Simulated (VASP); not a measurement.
BaLiMnF:

```
CELL_PARAMETERS angstrom
4.15163 0.00000 0.00000
0.00000 4.15163 0.00000
0.00000 0.00000 9.44116
ATOMIC_POSITIONS crystal
Ba 0.25000 0.25000 0.33343
Ba 0.75000 0.75000 0.66657
Mn 0.25000 0.75000 0.00000
Mn 0.75000 0.25000 0.00000
Li 0.75000 0.75000 0.14440
Li 0.25000 0.25000 0.85560
F 0.25000 0.75000 0.50000
F 0.75000 0.25000 0.50000
```

```yaml
Program: VASP 6.6.1
Task: relaxation of cell and atoms
Functional: PBE
Potentials_or_basis: VASP PAW PBE potentials, release 64 (Ba_sv, Mn_pv, Li_sv, F)
Cutoff: 750 eV
k_mesh: 4 × 4 × 2
Occupations: fermi-dirac, width 0.0391 eV
Spin: no spin polarisation
```

At the start: pressure 0.9 GPa; volume 20.34 Å³/atom.

**Question.** How do energy, volume and symmetry change on relaxing?

**Answer.** Over 12 steps the energy falls by 7.8 meV/atom and the volume is 20.32 Å³/atom (-0.1 %); space group P4/nmm (No. 129, to 0.1 Å) before and after.

Step by step:
```csv
step,energy change (eV),largest force (eV/Å),pressure (GPa),volume (Å³)
1,0.0000,0.7264,0.91,162.73
2,-0.0440,0.2788,-0.37,165.46
3,-0.0465,0.1527,-0.71,166.28
4,-0.0576,0.0725,-0.37,164.46
5,-0.0616,0.0156,0.00,162.65
6,-0.0616,0.0148,0.00,162.58
7,-0.0616,0.0217,0.04,162.43
8,-0.0617,0.0222,0.04,162.47
9,-0.0620,0.0241,0.01,162.57
10,-0.0617,0.0287,-0.05,162.76
11,-0.0620,0.0254,-0.02,162.63
12,-0.0620,0.0066,0.05,162.54
```

Final structure:
```
Ba Mn Li F
1.0
     4.11508    0.00000    0.00000
     0.00000    4.11508    0.00000
     0.00000    0.00000    9.59822
Ba Mn Li F
2 2 2 2
Direct
  0.25000 0.25000 0.32604
  0.75000 0.75000 0.67396
  0.25000 0.75000 0.00000
  0.75000 0.25000 0.00000
  0.75000 0.75000 0.14280
  0.25000 0.25000 0.85720
  0.25000 0.75000 0.50000
  0.75000 0.25000 0.50000
```

Caveat: the k points lie up to 0.38 Å⁻¹ apart in the final cell, too coarse for converged energies and pressures of a metal; the run has no spin polarisation, though such a crystal can be magnetic.
